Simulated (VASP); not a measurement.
A run of VASP 6.6.1:

INCAR

```
SYSTEM = Si16O
  ALGO = Normal
  EDIFF = 1E-7
  ENCUT = 520
  GGA = CA
  ISIF = 2
  ISMEAR = -1
  ISPIN = 2
  LASPH = .TRUE.
  LCHARG = .TRUE.
  LELF = .TRUE.
  LORBIT = 11
  LREAL = Auto
  LVHAR = .TRUE.
  LWAVE = .FALSE.
  MAGMOM = 0 0 0 0 0 0 0 0 0 0 0 0 0 0 0 0 1
  NBANDS = 53
  NELM = 150
  PREC = Accurate
  SIGMA = 0.02
```

Contents of KPOINTS:

```
k-points
0
G
  2 2 2
  0 0 0
```

The input POSCAR:

```
Si16O
1.0
    0.0000000000      5.4300000000      5.4300000000
    5.4300000000      0.0000000000      5.4300000000
    5.4300000000      5.4300000000      0.0000000000
Si O
16 1
Direct
   -0.0321018723      0.0189438693     -0.0061669603
    0.1481367374      0.0719068099      0.1312194225
    0.0040352856     -0.0088761279      0.5004952399
    0.1139158547      0.1312276052      0.6238164383
   -0.0067241973      0.4906583442      0.0263802025
    0.1471860454      0.6474067852      0.1295952662
    0.0044168590      0.5046416220      0.4991735735
    0.1151001716      0.6151065403      0.6538248384
    0.5195749193      0.0188803023     -0.0059837606
    0.6123930110      0.1122670993      0.1632344006
    0.4878508478     -0.0126338140      0.5366928644
    0.6308558520      0.1309746097      0.6240056334
    0.5185864337      0.4680300289     -0.0054352095
    0.5727465490      0.6477102275      0.1308569581
    0.4909655786      0.5042466578      0.5002092047
    0.6310951598      0.6133961267      0.6242702163
    0.2944878646      0.7959264137      0.1147889717
```

Potentials or basis: VASP PAW LDA potentials, release 64 (Si, O).

The run is started by

```console
$ cat potpaw_LDA.64/Si/POTCAR potpaw_LDA.64/O/POTCAR > POTCAR
$ mpirun -np 1 vasp_std > vasp.out
```

Hardware: 1 thread of AMD EPYC 9R45 96-Core Processor (Zen 5) (shared host).

**Question.** Estimate the wall time of this run.

**Answer.** Wall time 6.7 min on 1 thread of AMD EPYC 9R45 96-Core Processor (Zen 5) (shared host), peak memory 0.46 GiB. Counts: scf iterations 19, k points 8.
